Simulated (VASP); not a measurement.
**Ta: single point with PBE**

The system is Ta.

```
Ta
1.0
    -1.65939    1.65939    1.65939
     1.65939   -1.65939    1.65939
     3.31879    3.31879    0.00000
Ta
2
Direct
  0.96836 0.96836 0.00000
  0.53164 0.53164 0.50000
```

This cell differs from its parent crystal: atoms displaced along a vibrational mode.

| Quantity | Value |
| --- | --- |
| Program | VASP 6.6.1 |
| Task | single point |
| Functional | PBE |
| Potentials or basis | VASP PAW PBE potentials, release 64 (Ta_pv) |
| Cutoff | 520 eV |
| k mesh | 22 × 22 × 14 |
| Occupations | gaussian, width 0.15 eV |
| Spin | no spin polarisation |

```yaml
Pressure: 1.1 GPa
Largest_force: 1.285 eV/Å
Band_gap_on_the_k_mesh: zero (bands 11 and 12 overlap by 2.68 eV)
```

Forces on the atoms (eV/Å):
```
Ta   0.000  0.000  1.285
Ta   0.000  0.000 -1.285
```

Stress tensor (GPa, compression positive):
```
 1.68  1.38  0.00
 1.38  1.68  0.00
 0.00  0.00 -0.12
```

Levels at points of the mesh, in eV from the Fermi level:
| k point | band 9 | band 10 | band 11 | band 12 | band 13 | band 14 |
| --- | --- | --- | --- | --- | --- | --- |
| (0.00, 0.00, 0.00) | -1.47 | 0.58 | 0.59 | 0.81 | 1.53 | 3.80 |
| (0.50, 0.00, 0.00) | -1.93 | -0.89 | -0.73 | -0.49 | 3.29 | 3.76 |
| (0.50, 0.50, 0.00) | -3.67 | -1.37 | 1.50 | 3.32 | 4.84 | 5.97 |
| (0.00, 0.00, 0.50) | -0.61 | -0.61 | -0.27 | -0.27 | 3.21 | 3.21 |
| (0.50, 0.00, 0.50) | -1.59 | -1.59 | 1.49 | 1.49 | 3.84 | 3.84 |
| (0.50, 0.50, 0.50) | -1.90 | -1.90 | 0.50 | 0.50 | 2.46 | 2.46 |

It took 18 min on 1 thread of Oxide Virtual Turin-like Processor (shared host), peak memory 0.6 GiB.

Caveat: the cell differs from its parent crystal (atoms displaced along a vibrational mode); spin-orbit coupling is left out, which moves the levels of the heavy elements; forces of over 1 eV/Å act on the atoms, so gaps and moduli don't describe the material at rest.
